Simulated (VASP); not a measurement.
KF, 2 atoms in the cell. The structure is cubic, space group Fm-3m (No. 225). The conventional cell has a = 5.271 Å, b = 5.271 Å, c = 5.271 Å, α = 90.00°, β = 90.00°, γ = 90.00°. Within 3.5 Å of K (site symmetry m-3m) lie 6 F at 2.64 Å. F (site symmetry m-3m) has 6 K at 2.64 Å within 3.5 Å. 

* Program: VASP 6.6.1
* Task: relaxation of cell and atoms
* Functional: PBE
* Dispersion: D3(BJ)
* Potentials or basis: VASP PAW PBE potentials, release 64 (K_sv, F)
* Cutoff: 600 eV
* k mesh: 7 × 7 × 7
* Occupations: methfessel-paxton, width 0.025 eV
* Spin: non-collinear spin, zero start, spin-orbit coupling
* Starting moments: [[0.0, 0.0, 0.0], [0.0, 0.0, 0.0]] μB
* Dipole correction: no
* Further INCAR settings: ALGO = Normal; EDIFF = 1e-07; IBRION = 2; EDIFFG = -0.005; NSW = 80; ISIF = 3

Potentials or basis: VASP PAW PBE potentials, release 64 (K_sv, F).

The run is started by

```console
$ cat potpaw_PBE.64/K_sv/POTCAR potpaw_PBE.64/F/POTCAR > POTCAR
$ mpirun -np 1 vasp_ncl > vasp.out
```

Hardware: 1 thread of Intel(R) Xeon(R) Platinum 8488C (Sapphire Rapids) (shared host).

**Question.** How long does it take, and how much memory?

**Answer.** Run time: 120 s on 1 thread of Intel(R) Xeon(R) Platinum 8488C (Sapphire Rapids), on a shared host, peak memory 0.31 GiB. Counts: scf iterations 34, k points 20, ion steps 3.
